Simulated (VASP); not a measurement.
MnO (zincblende type):

```xyz
2
Lattice="0.0000 2.2323 2.2323 2.2323 0.0000 2.2323 2.2323 2.2323 0.0000" Properties=species:S:1:pos:R:3 pbc="T T T"
Mn    0.0000    0.0000    0.0000
O     1.1161    1.1161    1.1161
```

| Quantity | Value |
| --- | --- |
| Program | VASP 6.6.1 |
| Task | relaxation of cell and atoms |
| Functional | PBE |
| Potentials or basis | VASP PAW PBE potentials, release 64 (Mn_pv, O) |
| Cutoff | 600 eV |
| k mesh | 14 × 14 × 14 |
| Occupations | fermi-dirac, width 0.05 eV |
| Spin | collinear spin, ferromagnetic start |
| Starting moments | [4.0, 0.0] μB |

At the start: pressure 22.0 GPa; volume 11.12 Å³/atom.

**Question.** How do energy, volume and symmetry change on relaxing?

**Answer.** Over 4 steps the energy falls by 175.9 meV/atom and the volume is 13.86 Å³/atom (+24.6 %); space group F-43m (No. 216, to 0.1 Å) before and after; moment 5.00 μB per cell.

Step by step:
| step | energy change (eV) | largest force (eV/Å) | pressure (GPa) | volume (Å³) |
| --- | --- | --- | --- | --- |
| 1 | 0.0000 | 0.0000 | 22.00 | 22.25 |
| 2 | -0.3513 | 0.0000 | 0.86 | 27.54 |
| 3 | -0.3517 | 0.0000 | -0.32 | 27.83 |
| 4 | -0.3518 | 0.0000 | 0.06 | 27.71 |

Final structure:
```yaml
crystal:
  lattice:
    - [0.00000, 2.40189, 2.40189]
    - [2.40189, 0.00000, 2.40189]
    - [2.40189, 2.40189, 0.00000]
  atoms:
    - { symbol: Mn, position: [0.00000, 0.00000, 0.00000] }
    - { symbol: O, position: [0.25000, 0.25000, 0.25000] }
```

Caveat: the volume moved by over 15 % at a fixed basis, so the end points are rough; a cell with one magnetic atom can't hold antiferromagnetic order, which such compounds often take.
